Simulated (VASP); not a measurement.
Write the native input for VASP 6.6.1 that does the following.

| Item | Value |
| --- | --- |
| Task | single point |
| Functional | PBE |
| Potentials or basis | VASP PAW PBE potentials, release 64 (Na_pv, I) |
| Cutoff | 520 eV |
| k mesh | 6 × 6 × 4 |
| Occupations | gaussian, width 0.01 eV |
| Spin | no spin polarisation |
| Dipole correction | no |
| Further INCAR settings | ALGO = Normal; EDIFF = 1e-06; NBANDS = 22 |

The structure of NaI lies in POSCAR:

```
NaI
1.0
    5.4164417949      0.0000000000      0.0000000000
   -2.7082208975      4.6907761925      0.0000000000
    0.0000000000      0.0000000000      6.4622146386
Na I
2 2
Direct
    0.3333333333      0.6666666667      0.2500000000
    0.6666666667      0.3333333333      0.7500000000
    0.6666666667      0.3333333333      0.2500000000
    0.3333333333      0.6666666667      0.7500000000
```

One way to write it, as run:

INCAR

```
PREC = Accurate
ENCUT = 520
EDIFF = 1E-6
ISMEAR = 0
SIGMA = 0.01
LREAL = F
LASPH = T
NELM = 60
ALGO = Normal
ISIF = 2
LWAVE = F
LCHARG = F
GGA = PE
NBANDS = 22
```

KPOINTS

```
Automatic mesh
0
Gamma
  6 6 4
```

Potentials or basis: VASP PAW PBE potentials, release 64 (Na_pv, I).

Launch:

```bash
$ cat potpaw_PBE.64/Na_pv/POTCAR potpaw_PBE.64/I/POTCAR > POTCAR
$ mpirun -np 1 vasp_std > vasp.out
```

Results of the run:

```json
{
 "Pressure": "0.4 GPa",
 "Band gap on the k mesh": "3.56 eV"
}
```

Caveat: spin-orbit coupling is left out, which moves the levels of the heavy elements.

Wall time 80 s on 1 thread of Intel Xeon 8259CL, with other jobs on the host, peak memory 0.28 GiB.
